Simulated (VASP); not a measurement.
Input of a VASP 6.6.1 run:

The input POSCAR:

```
Zr2N
1.0
    5.3409269880      0.0000000000      0.0000000000
    0.0000000000      5.3409269880      0.0000000000
    0.0000000000      0.0000000000      3.2610337122
Zr N
4 2
Direct
    0.2957330420      0.2957330420      0.0000000000
    0.7042669580      0.7042669580      0.0000000000
    0.7957330420      0.2042669580      0.5000000000
    0.2042669580      0.7957330420      0.5000000000
    0.0000000000      0.0000000000      0.0000000000
    0.5000000000      0.5000000000      0.5000000000
```

INCAR.step1

```
SYSTEM = Zr2N
ALGO     = Normal         ! electronic algorithm
EDIFF    = 1E-4           ! SCF threshold, eV
ENCUT    = 520            ! plane-wave cutoff, eV
GGA      = PE             ! functional
ISMEAR   = 0              ! smearing method
LASPH    = .True.         ! aspherical terms in the spheres
LCHARG   = .False.        ! write CHGCAR
LREAL    = .False.        ! projectors in reciprocal space
LWAVE    = .True.         ! write WAVECAR
NBANDS   = 38             ! bands
NELM     = 80             ! most SCF steps
PREC     = Accurate       ! precision mode
SIGMA    = 0.1            ! smearing width, eV
```

Contents of INCAR.step2:

```
SYSTEM = Zr2N
ALGO     = Normal         ! electronic algorithm
EDIFF    = 1E-6           ! SCF threshold, eV
ENCUT    = 520            ! plane-wave cutoff, eV
ISIF     = 2              ! what is computed and relaxed
ISMEAR   = 0              ! smearing method
ISTART   = 1            
LASPH    = .True.         ! aspherical terms in the spheres
LCHARG   = .True.         ! write CHGCAR
LELF     = .True.         ! ELF
LMIXTAU  = .True.       
LREAL    = .False.        ! projectors in reciprocal space
LVHAR    = .True.       
LWAVE    = .False.        ! write WAVECAR
METAGGA  = R2SCAN         ! meta-GGA
NBANDS   = 38             ! bands
NELM     = 80             ! most SCF steps
PREC     = Accurate       ! precision mode
SIGMA    = 0.1            ! smearing width, eV
```

File KPOINTS:

```
k-points
0
Gamma
  8 8 10
  0 0 0
```

Potentials or basis: VASP PAW PBE potentials, release 64 (Zr_sv, N).

The run is started by

```sh
$ cat potpaw_PBE.64/Zr_sv/POTCAR potpaw_PBE.64/N/POTCAR > POTCAR
$ cp INCAR.step1 INCAR
$ mpirun -np 1 vasp_std > vasp.out
$ cp INCAR.step2 INCAR
$ mpirun -np 1 vasp_std > vasp.out
```

Q: What does it give for the pressure?

A: 8.2 GPa.

Q: Estimate the band gap on the k mesh.

A: Zero (bands 29 and 30 overlap by 2.74 eV).

Forces on the atoms (eV/Å):
```
Zr  -0.002 -0.002  0.000
Zr   0.002  0.002  0.000
Zr  -0.002  0.002  0.000
Zr   0.002 -0.002  0.000
N    0.000  0.000  0.000
N    0.000  0.000  0.000
```

Caveat: the cell stands under pressure; the PAW data sets were made with another functional, which shifts forces and pressure a little.
